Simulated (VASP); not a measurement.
# Cu (Fm-3m) in VASP: further runs, part 2 of 2

VASP 6.6.1. Earlier steps stand in the parts before.

### Step 4. Single point, PBEsol (volume scaled by 0.88)

Input file INCAR:

```
ALGO = Normal
EDIFF = 1E-6
ENCUT = 520
GGA = PS
ISIF = 2
ISMEAR = 0
LASPH = True
LCHARG = False
LREAL = False
LWAVE = False
NBANDS = 12
NELM = 60
PREC = Accurate
SIGMA = 0.1
```

Input file KPOINTS:

```
k-points
0
Gamma
  20 20 20
```

Input file POSCAR:

```
Cu
1.0
    0.0000000000      1.7073611760      1.7073611760
    1.7073611760      0.0000000000      1.7073611760
    1.7073611760      1.7073611760      0.0000000000
Cu
1
Direct
    0.0000000000      0.0000000000      0.0000000000
```

Potentials or basis: VASP PAW PBE potentials, release 64 (Cu).

Started as:

```bash
cat potpaw_PBE.64/Cu/POTCAR > POTCAR
mpirun -np 1 vasp_std > vasp.out
```

OUTCAR:

```text
EDIFF = 1E-6
   ENCUT = 520
   GGA = PS
   ISIF = 2
   ISMEAR = 0
   LASPH = True
   LREAL = False
   NELM = 60
   PREC = Accurate

 ion  position               nearest neighbor table
   1  0.000  0.000  0.000-

  LATTYP: Found a face centered cubic cell.
 ALAT       =     3.4147223520

  Lattice vectors:

 A1 = (   0.0000000000,   1.7073611760,   1.7073611760)
 A2 = (   1.7073611760,   0.0000000000,   1.7073611760)
 A3 = (   1.7073611760,   1.7073611760,   0.0000000000)

Analysis of symmetry for initial positions (statically):
=====================================================================
 Subroutine PRICEL returns:
 Original cell was already a primitive cell.

 Routine SETGRP: Setting up the symmetry group for a
 face centered cubic supercell.

 Subroutine GETGRP returns: Found 48 space group operations
 (whereof 48 operations were pure point group operations)
 out of a pool of 48 trial point group operations.

The static configuration has the point symmetry O_h .

Analysis of symmetry for dynamics (positions and initial velocities):
=====================================================================
 Subroutine PRICEL returns:
[... 168 lines left out ...]
      4       6.1049      2.00000
      5       7.1890      2.00000
      6       7.1890      2.00000
      7      33.6413      0.00000
      8      37.6325      0.00000
      9      37.6325      0.00000
     10      37.6325      0.00000
     11      40.3908      0.00000
     12      40.3908      0.00000
[... 331 lines left out ...]
 k-point    24 :      -0.3500    0.0500    0.0000
  band No.  band energies     occupation
      1       3.1060      2.00000
      2       6.1343      2.00000
      3       6.1882      2.00000
      4       6.2676      2.00000
      5       7.5922      2.00000
      6       7.9385      2.00000
      7      18.0729      0.00000
      8      31.3854      0.00000
      9      33.9080      0.00000
     10      35.8020      0.00000
     11      37.7148      0.00000
     12      39.7295      0.00000

 [... further k-points ...]

------------------------ aborting loop because EDIFF is reached ----------------------------------------

  FORCE on cell =-STRESS in cart. coord.  units (eV):
  Direction    XX          YY          ZZ          XY          YZ          ZX
  --------------------------------------------------------------------------------------
  -------------------------------------------------------------------------------------
  Total        1.8854982      1.8854982      1.8854982     -0.0000000     -0.0000000      0.0000000
  in kB      303.4802992    303.4802992    303.4802992     -0.0000000     -0.0000000      0.0000000
  external PRESSURE =     303.4802992 kB  Pullay stress =       0.0000000 kB

 VOLUME and BASIS-vectors are now :
 -----------------------------------------------------------------------------
  energy-cutoff  :      520.00
  volume of cell :        9.95
      direct lattice vectors                 reciprocal lattice vectors
     0.000000000  1.707361176  1.707361176    -0.292849578  0.292849578  0.292849578
     1.707361176  0.000000000  1.707361176     0.292849578 -0.292849578  0.292849578
     1.707361176  1.707361176  0.000000000     0.292849578  0.292849578 -0.292849578

 POSITION                                       TOTAL-FORCE (eV/Angst)
 -----------------------------------------------------------------------------------
      0.00000      0.00000      0.00000         0.000000     -0.000000      0.000000
 -----------------------------------------------------------------------------------
    total drift:                                0.000000     -0.000000     -0.000000

  FREE ENERGIE OF THE ION-ELECTRON SYSTEM (eV)
  ---------------------------------------------------
  free  energy   TOTEN  =        -4.1922039242 eV

  energy  without entropy=       -4.1910334729  energy(sigma->0) =       -4.19161870
```

stdout:

```text
POSCAR found type information on POSCAR Cu
 POSCAR found :  1 types and       1 ions
 scaLAPACK will be used
 -----------------------------------------------------------------------------
|                                                                             |
|                                                                             |
|     You enforced a specific xc type in the INCAR file but a different       |
|     I HOPE YOU KNOW WHAT YOU ARE DOING!                                     |
|                                                                             |
 -----------------------------------------------------------------------------

 LDA part: xc-table for (Slater+PW92), standard interpolation
 POSCAR, INCAR and KPOINTS ok, starting setup
 FFT: planning ... GRIDC
 FFT: planning ... GRID_SOFT
 FFT: planning ... GRID
 WAVECAR not read
 entering main loop
```

It took 34 s on 1 thread of Intel Xeon Platinum 8259CL at 2.50GHz (Skylake/Cascade Lake), shared host; peak memory 0.14 GiB.

What came out:

```yaml
Free_energy: -4.1922 eV
Pressure: 30.3 GPa
```

Levels at points of the mesh, in eV from the Fermi level:
```
           k point  band 4  band 5  band 6  band 7  band 8  band 9
(0.00, 0.00, 0.00)   -3.62   -2.53   -2.53   23.92   27.91   27.91
(0.50, 0.00, 0.00)   -1.79   -1.79   -1.57    4.68   22.34   24.80
(0.50, 0.50, 0.00)   -1.61   -1.61    1.32    8.37   14.41   14.41
```

Caveat: the PAW data sets were made with another functional, which shifts forces and pressure a little.

### Step 5. Single point, PBEsol (volume scaled by 0.91)

Input file INCAR:

```
SYSTEM = Cu
PREC = Accurate
ENCUT = 520
EDIFF = 1E-7
ISMEAR = 0
SIGMA = 0.1
LREAL = .FALSE.
LASPH = .TRUE.
NELM = 80
ALGO = Normal
ISIF = 2
LWAVE = .FALSE.
LCHARG = .FALSE.
GGA = PS
NBANDS = 12
```

Input file KPOINTS:

```
regular mesh
0
G
  20 20 20
  0 0 0
```

Input file POSCAR:

```
Cu
1.0
    0.0000000000      1.7265466152      1.7265466152
    1.7265466152      0.0000000000      1.7265466152
    1.7265466152      1.7265466152      0.0000000000
Cu
1
Direct
    0.0000000000      0.0000000000      0.0000000000
```

Started as:

```bash
cat potpaw_PBE.64/Cu/POTCAR > POTCAR
mpirun -np 1 vasp_std > vasp.out
```

Run time: 31 s. Hardware: 1 thread of Intel Xeon Platinum 8259CL at 2.50GHz (Skylake/Cascade Lake), shared host; peak memory 0.14 GiB.

It converged, with:

- Free energy: -4.2463 eV
- Pressure: 20.8 GPa

Levels at points of the mesh, in eV from the Fermi level:
```csv
k point,band 4,band 5,band 6,band 7,band 8,band 9
"(0.00, 0.00, 0.00)",-3.48,-2.45,-2.45,23.68,27.39,27.39
"(0.50, 0.00, 0.00)",-1.75,-1.75,-1.45,4.50,22.11,24.24
"(0.50, 0.50, 0.00)",-1.57,-1.57,1.36,8.12,14.15,14.15
```

Caveat: the PAW data sets were made with another functional, which shifts forces and pressure a little.

### Step 6. Single point, PBEsol (volume scaled by 0.94)

Input file INCAR:

```
SYSTEM = Cu
PREC = Accurate
ENCUT = 520
EDIFF = 1E-7
ISMEAR = 0
SIGMA = 0.1
LREAL = .False.
LASPH = .True.
NELM = 60
ALGO = Fast
ISIF = 2
LWAVE = .False.
LCHARG = .False.
GGA = PS
NBANDS = 12
```

Input file KPOINTS:

```
regular mesh
0
Gamma
  20 20 20
  0 0 0
```

Input file POSCAR:

```
Cu
1.0
    0.0000000000      1.7453148967      1.7453148967
    1.7453148967      0.0000000000      1.7453148967
    1.7453148967      1.7453148967      0.0000000000
Cu
1
Direct
    0.0000000000      0.0000000000      0.0000000000
```

Potentials or basis: VASP PAW PBE potentials, release 64 (Cu).

Started as:

```bash
cat potpaw_PBE.64/Cu/POTCAR > POTCAR
mpirun -np 1 vasp_std > vasp.out
```

Wall time 47 s (1 thread of Intel Xeon Platinum 8259CL at 2.50GHz (Skylake/Cascade Lake), shared host); peak memory 0.14 GiB.

It converged, with:

- Free energy: -4.2821 eV
- Pressure: 13.5 GPa

Levels at points of the mesh, in eV from the Fermi level:
```
           k point  band 3  band 4  band 5  band 6  band 7  band 8  band 9  band 10
(0.00, 0.00, 0.00)   -3.35   -3.35   -2.37   -2.37   23.44   26.89   26.89    26.89
(0.50, 0.00, 0.00)   -3.39   -1.70   -1.70   -1.34    4.32   21.88   23.72    23.72
(0.50, 0.50, 0.00)   -1.72   -1.54   -1.54    1.40    7.88   13.89   13.89    18.69
```

Caveat: the PAW data sets were made with another functional, which shifts forces and pressure a little.

### Step 7. Overview

| task | cell | cutoff (eV) | gap on the mesh (eV) | pressure (GPa) |
| --- | --- | --- | --- | --- |
| relaxation of cell and atoms | relaxed from a = 2.556 Å, angles 60.0°, 1 atom | 600 | none | 0.0 |
| single point | a = 2.520 Å, angles 60.0°, 1 atom | 520 | none | 0.7 |
| single point | a = 2.415 Å, angles 60.0°, 1 atom | 520 | none | 30.3 |
| single point | a = 2.442 Å, angles 60.0°, 1 atom | 520 | none | 20.8 |
| single point | a = 2.468 Å, angles 60.0°, 1 atom | 520 | none | 13.5 |

Alike in all rows: level PBEsol; potentials or basis VASP PAW PBE potentials, release 64 (Cu); no spin polarisation; k mesh 20 × 20 × 20; smearing gaussian 0.1 eV.

Caveats: the PAW data sets were made with another functional, which shifts forces and pressure a little.

Absolute energies hang on the potentials; compare differences alone.
